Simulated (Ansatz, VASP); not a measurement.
Two plane-wave programs on Al

```
Al
1.0
     2.83763    0.00000    0.00000
    -1.41882    2.45746    0.00000
     0.00000    0.00000   21.02820
Al
9
Direct
  0.00000 0.00000 0.00000
  0.33333 0.66667 0.11083
  0.00000 0.00000 0.22250
  0.33333 0.66667 0.33333
  0.66667 0.33333 0.44417
  0.33333 0.66667 0.55583
  0.66667 0.33333 0.66667
  0.00000 0.00000 0.77750
  0.66667 0.33333 0.88917
```

Alike in both runs: functional PBEsol; k mesh 18 × 18 × 3; occupations gaussian, width 0.1 eV; no spin polarisation.

Ansatz relaxed the structure, and its values are those at the end. VASP's run is a single point on that final structure, the one shown.

```csv
,VASP,Ansatz
version,VASP 6.6.1,Ansatz 0.2.0
potentials or method,"VASP PAW PBE potentials, release 64 (Al), cutoff 520 eV","scalar-relativistic, plane waves, PAW"
valence electrons in the cell,27,27
```

```tsv
	VASP	Ansatz	Ansatz less VASP
gap on the k mesh at the Fermi level (eV)	none	none	-
pressure (GPa)	0.0	0.0	-0.06
```

VASP's potentials were made for PBE, not for PBEsol. A gap of «none» marks a metal or a gap that the smearing closes.
